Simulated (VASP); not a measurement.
BeTe:

```
Be Te
1.0
     0.00000    2.64692    2.64692
     2.64692    0.00000    2.64692
     2.64692    2.64692    0.00000
Be Te
1 1
Direct
  0.00000 0.00000 0.00000
  0.25000 0.25000 0.25000
```

| Item | Value |
| --- | --- |
| Program | VASP 6.6.1 |
| Task | relaxation of cell and atoms |
| Functional | PBE |
| Potentials or basis | VASP PAW PBE potentials, release 64 (Be, Te) |
| Cutoff | 600 eV |
| k mesh | 8 × 8 × 8 |
| Occupations | fermi-dirac, width 0.02 eV |
| Spin | no spin polarisation |

At the start: pressure 17.4 GPa; volume 18.54 Å³/atom.

Where does the relaxation end?

Over 5 steps the energy falls by 193.4 meV/atom and the volume is 22.76 Å³/atom (+22.7 %); space group F-43m (No. 216, to 0.1 Å) before and after.

The path:
```csv
step,energy change (eV),largest force (eV/Å),pressure (GPa),volume (Å³)
1,0.0000,0.0000,17.41,37.09
2,-0.3457,0.0000,-3.58,49.00
3,-0.3868,0.0000,0.13,45.43
4,-0.3868,0.0000,-0.10,45.61
5,-0.3869,0.0000,0.01,45.53
```

Final structure:
```
Be Te
1.0
     0.00000    2.83405    2.83405
     2.83405    0.00000    2.83405
     2.83405    2.83405    0.00000
Be Te
1 1
Cartesian
  0.0000 2.8340 2.8340
  1.4170 1.4170 1.4170
```

Caveat: the volume moved by over 15 % at a fixed basis, so the end points are rough.
